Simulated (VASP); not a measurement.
Crystal: Ga.

```
CELL_PARAMETERS angstrom
1.44027 -4.03772 0.00000
1.44027 4.03772 0.00000
0.00000 0.00000 3.14872
ATOMIC_POSITIONS crystal
Ga 0.13300 0.86700 0.75000
Ga 0.86700 0.13300 0.25000
```

Base run:

```yaml
Program: VASP 6.6.1
Functional: PBEsol
Potentials_or_basis: VASP PAW PBE potentials, release 64 (Ga_d)
Cutoff: 520 eV
k_mesh: 10 × 10 × 8
Occupations: fermi-dirac, width 0.05 eV
Spin: no spin polarisation
```

Its results: band gap on the k mesh zero (band 13 reaches 10.88 eV, above the bottom of band 14 at 1.34 eV); pressure -1.0 GPa; largest force 0.219 eV/Å.

Question: The run is repeated on the same cell with these changes: functional from PBEsol to PBE; further incar settings from ALGO = Fast; EDIFF = 1e-06; NBANDS = 20 to ALGO = Fast; EDIFF = 1e-07; NBANDS = 20. What comes out?

Answer: Band gap on the k mesh zero (band 13 reaches 11.05 eV, above the bottom of band 14 at 1.51 eV); pressure 2.7 GPa; largest force 0.222 eV/Å.

Caveats: the PAW data sets were made with another functional, which shifts forces and pressure a little (some runs).
